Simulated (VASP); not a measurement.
# Na2S (Fm-3m) in VASP: notebook, part 2 of 2

VASP 6.6.1. Earlier steps stand in the parts before.

### Step 3. Relaxation of cell and atoms, PBEsol

This run uses another cell than the first one, of 23.39 Å³/atom.

The input, INCAR:

```
SYSTEM = Na2S
PREC = Accurate
ENCUT = 500
EDIFF = 1E-7
ISMEAR = -1
SIGMA = 0.1
LREAL = .FALSE.
LASPH = .TRUE.
NELM = 120
ALGO = Normal
ISIF = 3
LWAVE = .FALSE.
LCHARG = .FALSE.
GGA = PS
IBRION = 2
NSW = 100
EDIFFG = -0.002
GGA_COMPAT = .FALSE.
NELMIN = 4
```

The input, KPOINTS:

```
Automatic mesh
0
G
  12 12 12
  0 0 0
```

The input, POSCAR:

```
Na2S
1.0
    0.0000000000      3.2735000000      3.2735000000
    3.2735000000      0.0000000000      3.2735000000
    3.2735000000      3.2735000000      0.0000000000
Na S
2 1
Direct
    0.2500000000      0.2500000000      0.2500000000
    0.7500000000      0.7500000000      0.7500000000
    0.0000000000      0.0000000000      0.0000000000
```

Potentials or basis: VASP PAW PBE potentials, release 64 (Na_pv, S).

Launch:

```sh
cat potpaw_PBE.64/Na_pv/POTCAR potpaw_PBE.64/S/POTCAR > POTCAR
mpirun -np 1 vasp_std > vasp.out
```

OUTCAR:

```text
SYSTEM = Na2S
   PREC = Accurate
   ENCUT = 500
   EDIFF = 1E-7
   ISMEAR = -1
   LREAL = .FALSE.
   LASPH = .TRUE.
   NELM = 120
   ISIF = 3
   GGA = PS
   IBRION = 2
   NSW = 100
   EDIFFG = -0.002
   NELMIN = 4

 ion  position               nearest neighbor table
   1  0.250  0.250  0.250-
   2  0.750  0.750  0.750-
   3  0.000  0.000  0.000-

  LATTYP: Found a face centered cubic cell.
 ALAT       =     6.5470000000

  Lattice vectors:

 A1 = (   0.0000000000,   3.2735000000,   3.2735000000)
 A2 = (   3.2735000000,   0.0000000000,   3.2735000000)
 A3 = (   3.2735000000,   3.2735000000,   0.0000000000)

Analysis of symmetry for initial positions (statically):
=====================================================================
 Subroutine PRICEL returns:
 Original cell was already a primitive cell.

 Routine SETGRP: Setting up the symmetry group for a
 face centered cubic supercell.

 Subroutine GETGRP returns: Found 48 space group operations
 (whereof 48 operations were pure point group operations)
 out of a pool of 48 trial point group operations.

The static configuration has the point symmetry O_h .

Analysis of symmetry for dynamics (positions and initial velocities):
=====================================================================
 Subroutine PRICEL returns:
 Original cell was already a primitive cell.

 Routine SETGRP: Setting up the symmetry group for a
 face centered cubic supercell.

 Subroutine GETGRP returns: Found 48 space group operations
 (whereof 48 operations were pure point group operations)
 out of a pool of 48 trial point group operations.

The dynamic configuration has the point symmetry O_h .

 Subroutine INISYM returns: Found 48 space group operations
 (whereof 48 operations are pure point group operations),
 and found     1 'primitive' translations

----------------------------------------------------------------------------------------

                                     Primitive cell

  volume of cell :      70.1564

  direct lattice vectors                    reciprocal lattice vectors
     0.000000000  3.273500000  3.273500000    -0.152741714  0.152741714  0.152741714
     3.273500000  0.000000000  3.273500000     0.152741714 -0.152741714  0.152741714
     3.273500000  3.273500000  0.000000000     0.152741714  0.152741714 -0.152741714

  length of vectors
     4.629428096  4.629428096  4.629428096     0.264556409  0.264556409  0.264556409

  position of ions in fractional coordinates (direct lattice)
     0.250000000  0.250000000  0.250000000
     0.750000000  0.750000000  0.750000000
     0.000000000  0.000000000  0.000000000

  ion indices of the primitive-cell ions
   primitive index   ion index
                 1           1
                 2           2
                 3           3

[... 50 lines left out ...]
  0.500000  0.166667  0.000000     24.000000
 -0.416667  0.166667  0.000000     24.000000
 [... further k-points ...]
   k-points           NKPTS =     72   k-points in BZ     NKDIM =     72   number of bands    NBANDS=     14
   number of dos      NEDOS =    301   number of ions     NIONS =      3
   total plane-waves  NPLWV =  46656
   dimension x,y,z NGX =    36 NGY =   36 NGZ =   36
   dimension x,y,z NGXF=    72 NGYF=   72 NGZF=   72
   ions per type =               2   1
   NGX,Y,Z   is equivalent  to a cutoff of  12.93, 12.93, 12.93 a.u.
   NGXF,Y,Z  is equivalent  to a cutoff of  25.86, 25.86, 25.86 a.u.
 SYSTEM =  Na2S
   PREC   = accura    normal or accurate (medium, high low for compatibility)
   ISTART =      0    job   : 0-new  1-cont  2-samecut
   ICHARG =      2    charge: 1-file 2-atom 10-const
   ISPIN  =      1    spin polarized calculation?
   LNONCOLLINEAR =      F non collinear calculations
   LSORBIT =      F    spin-orbit coupling
   LASPH  =      T    aspherical Exc in radial PAW
   ENCUT  =  500.0 eV  36.75 Ry    6.06 a.u.   8.44  8.44  8.44*2*pi/ulx,y,z
   NELM   =    120;   NELMIN=  4; NELMDL= -5     # of ELM steps
   EDIFF  = 0.1E-06   stopping-criterion for ELM
   LREAL  =      F    real-space projection
   EDIFFG = -.2E-02   stopping-criterion for IOM
   NSW    =    100    number of steps for IOM
   IBRION =      2    ionic relax: 0-MD 1-quasi-New 2-CG
   NFREE  =      1    steps in history (QN), initial steepest desc. (CG)
   ISIF   =      3    stress and relaxation
   ISYM   =      2    0-nonsym 1-usesym 2-fastsym
   POTIM  = 0.5000    time-step for ionic-motion
   TEBEG  =    0.0;   TEEND  =   0.0 temperature during run
   PSTRESS=    0.0 pullay stress
   NELECT =      20.0000    total number of electrons
   NUPDOWN=      -1.0000    fix difference up-down
   EMIN   =  10.00;   EMAX   =-10.00  energy-range for DOS
   EFERMI =   0.00;   METHOD = LEGACY
   ISMEAR =    -1;   SIGMA  =   0.10  broadening in eV -4-tet -1-fermi 0-gaus
   EFERMI_NEDOS =   21; number of points for ismear=-14 and -15
   IALGO  =     38    algorithm
   IMIX   =      4    mixing-type and parameters
     AMIX     =   0.40;   BMIX     =  1.00
     AMIX_MAG =   1.60;   BMIX_MAG =  1.00
  volume/ion in A,a.u.               =      23.39       157.81
  Fermi-wavevector in a.u.,A,eV,Ry     =   1.077447  2.036079 15.794888  1.160892
  Thomas-Fermi vector in A             =   2.213359
   LORBIT       =      0    0 simple, 1 ext, 2 COOP (PROOUT), +10 PAW based schemes
   GGA     = PS    functional components
   LHFCALC =     F    Hartree Fock is set to
   AEXX    =    0.0000 exact exchange contribution
   IVDW    =     0    specifies the selected vdW correction
   LEPSILON=     F    determine dielectric tensor
   LRPA    =     F    only Hartree local field effects (RPA)
 conjugate gradient relaxation of ions
 non-spin polarized calculation
  energy-cutoff  :      500.00
  volume of cell :       70.16
 maximum number of plane-waves:      1812
 NGX is ok and might be reduce to    36
   NGX = 17   NGY = 17   NGZ = 17

--------------------------------------- Ionic step        1  -------------------------------------------

 number of electron      19.9999989 magnetization

 Free energy of the ion-electron system (eV)
  ---------------------------------------------------
  ext. energy  EPLUGINS =         0.00000000
  ---------------------------------------------------
  free energy    TOTEN  =       -10.37301250 eV

  energy without entropy =      -10.37301179  energy(sigma->0) =      -10.37301214

------------------------ aborting loop because EDIFF is reached ----------------------------------------

  FORCE on cell =-STRESS in cart. coord.  units (eV):
  Direction    XX          YY          ZZ          XY          YZ          ZX
  --------------------------------------------------------------------------------------
  -------------------------------------------------------------------------------------
  Total       -0.2427803     -0.2427803     -0.2427803      0.0000000      0.0000000     -0.0000000
  in kB       -5.5444321     -5.5444321     -5.5444321      0.0000000      0.0000000     -0.0000000
  external PRESSURE =      -5.5444321 kB  Pullay stress =       0.0000000 kB
[... 135 lines left out ...]
--------------------------------------- Ionic step        5  -------------------------------------------

 number of electron      19.9999984 magnetization

 Free energy of the ion-electron system (eV)
  ---------------------------------------------------
  ext. energy  EPLUGINS =         0.00000000
  ---------------------------------------------------
  free energy    TOTEN  =       -10.37534368 eV

  energy without entropy =      -10.37534316  energy(sigma->0) =      -10.37534342

 E-fermi :   1.6514     XC(G=0):  -8.0153

 val. band max:        0.1810077288   @ k =   0.0000   0.0000   0.0000
 cond. band min:       2.5978349211   @ k =   0.0000   0.0000   0.0000
 fundamental gap:      2.4168271923
 Fermi energy:         1.6514335219

 k-point     1 :       0.0000    0.0000    0.0000
  band No.  band energies     occupation
      1     -21.8523      2.00000
      2     -21.8523      2.00000
      3     -21.8523      2.00000
      4     -21.7943      2.00000
      5     -21.7943      2.00000
      6     -21.7943      2.00000
      7      -9.9701      2.00000
      8       0.1810      2.00000
      9       0.1810      2.00000
     10       0.1810      2.00000
     11       2.5978      0.00016
     12       7.8975      0.00000
     13       7.8975      0.00000
     14       7.8975      0.00000
[... 377 lines left out ...]
      1     -21.8582      2.00000
      2     -21.8409      2.00000
      3     -21.8368      2.00000
      4     -21.8151      2.00000
      5     -21.8121      2.00000
      6     -21.7960      2.00000
      7      -9.6832      2.00000
      8      -1.3693      2.00000
      9      -0.3224      2.00000
     10      -0.0105      2.00000
     11       5.5494      0.00000
     12       5.7642      0.00000
     13       7.6353      0.00000
     14       7.6621      0.00000

 [... further k-points ...]
[... 5 lines left out ...]
  --------------------------------------------------------------------------------------
  -------------------------------------------------------------------------------------
  Total       -0.0041358     -0.0041358     -0.0041358      0.0000000     -0.0000000      0.0000000
  in kB       -0.0962527     -0.0962527     -0.0962527      0.0000000     -0.0000000      0.0000000
  external PRESSURE =      -0.0962527 kB  Pullay stress =       0.0000000 kB
[... 18 lines left out ...]
  FREE ENERGIE OF THE ION-ELECTRON SYSTEM (eV)
  ---------------------------------------------------
  free  energy   TOTEN  =       -10.3753436794 eV

  energy  without entropy=      -10.3753431554  energy(sigma->0) =      -10.37534342

 reached required accuracy - stopping structural energy minimisation
```

OSZICAR:

```text
N       E                     dE             d eps       ncg     rms          rms(c)
DAV:   1     0.142320812205E+03    0.14232E+03   -0.10362E+04  2016   0.143E+03
DAV:   2     0.229209863092E+00   -0.14209E+03   -0.13908E+03  2172   0.361E+02
DAV:   3    -0.109421798450E+02   -0.11171E+02   -0.11085E+02  2530   0.987E+01
DAV:   4    -0.111547286067E+02   -0.21255E+00   -0.21231E+00  2382   0.146E+01
[... 45 lines left out ...]
DAV:   2    -0.103753572044E+02    0.48335E-04   -0.80547E-05  2460   0.111E-01    0.246E-02
DAV:   3    -0.103753455741E+02    0.11630E-04   -0.19505E-05  2406   0.633E-02    0.101E-02
DAV:   4    -0.103753439232E+02    0.16509E-05   -0.83128E-07  2436   0.828E-03    0.377E-03
DAV:   5    -0.103753436926E+02    0.23063E-06   -0.43900E-08  1062   0.211E-03    0.137E-03
DAV:   6    -0.103753436794E+02    0.13190E-07   -0.11162E-08  1062   0.198E-03
   5 F= -.10375344E+02 E0= -.10375343E+02  d E =-.233118E-02
```

Wall time 94 s (1 thread of Intel Xeon 6975P-C (Granite Rapids), shared host); peak memory 0.23 GiB.

Results:

| Quantity | Value |
| --- | --- |
| Free energy | -10.3753 eV |
| Relaxed volume | 22.95 Å³/atom |
| Relaxed cell | a = 4.600 Å, b = 4.600 Å, c = 4.600 Å, α = 60.00°, β = 60.00°, γ = 60.00° |
| Space group after relaxing (to 0.1 Å) | Fm-3m (No. 225) |
| Energy gained by relaxing | 0.8 meV/atom |
| Ionic steps | 5 |
| Pressure after relaxing | 0.0 GPa |
| Band gap on the k mesh | 2.42 eV |

The path:
| step | energy change (eV) | largest force (eV/Å) | pressure (GPa) | volume (Å³) |
| --- | --- | --- | --- | --- |
| 1 | 0.0000 | 0.0000 | -0.55 | 70.16 |
| 2 | -0.0020 | 0.0000 | -0.24 | 69.34 |
| 3 | -0.0022 | 0.0000 | 0.13 | 68.49 |
| 4 | -0.0023 | 0.0000 | 0.02 | 68.79 |
| 5 | -0.0023 | 0.0000 | -0.01 | 68.84 |

Final structure:
```
Na S
1.0
     0.00000    3.25293    3.25293
     3.25293    0.00000    3.25293
     3.25293    3.25293    0.00000
Na S
2 1
Direct
  0.25000 0.25000 0.25000
  0.75000 0.75000 0.75000
  0.00000 0.00000 0.00000
```

Caveat: the PAW data sets were made with another functional, which shifts forces and pressure a little.
